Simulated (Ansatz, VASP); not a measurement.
## TiO2 in VASP and in Ansatz

```
Ti O
1.0
    -1.89960    1.89960    4.84887
     1.89960   -1.89960    4.84887
     1.89960    1.89960   -4.84887
Ti O
2 4
Direct
  0.00000 0.00000 0.00000
  0.75000 0.25000 0.50000
  0.95648 0.45648 0.50000
  0.20648 0.20648 0.00000
  0.54352 0.04352 0.50000
  0.79352 0.79352 0.00000
```

Alike in both runs: task single point; functional PBE; k mesh 10 × 10 × 10; occupations gaussian, width 0.02 eV; no spin polarisation.

|  | VASP | Ansatz |
| --- | --- | --- |
| version | VASP 6.6.1 | Ansatz 0.2.0 |
| potentials or method | VASP PAW PBE potentials, release 64 (Ti_sv, O), cutoff 520 eV | scalar-relativistic, plane waves, PAW |
| valence electrons in the cell | 48 | 48 |

|  | VASP | Ansatz | Ansatz less VASP |
| --- | --- | --- | --- |
| gap on the k mesh at the Fermi level (eV) | 2.11 | 2.14 | +0.023 |
| least direct gap on the mesh (eV) | 2.41 | 2.43 | +0.022 |
| pressure (GPa) | 0.7 | 0.0 | -0.66 |
| traceless stress, the component that is largest in VASP (GPa) | 0.07 | 0.03 | -0.033 |
| rms of the force components (eV/Å) | 0.009 | 0.001 | -0.0087 |

Atom by atom the forces differ by 0.009 eV/Å (rms over components). The functional is the same, so the differences come from potentials, cutoffs and numerics.
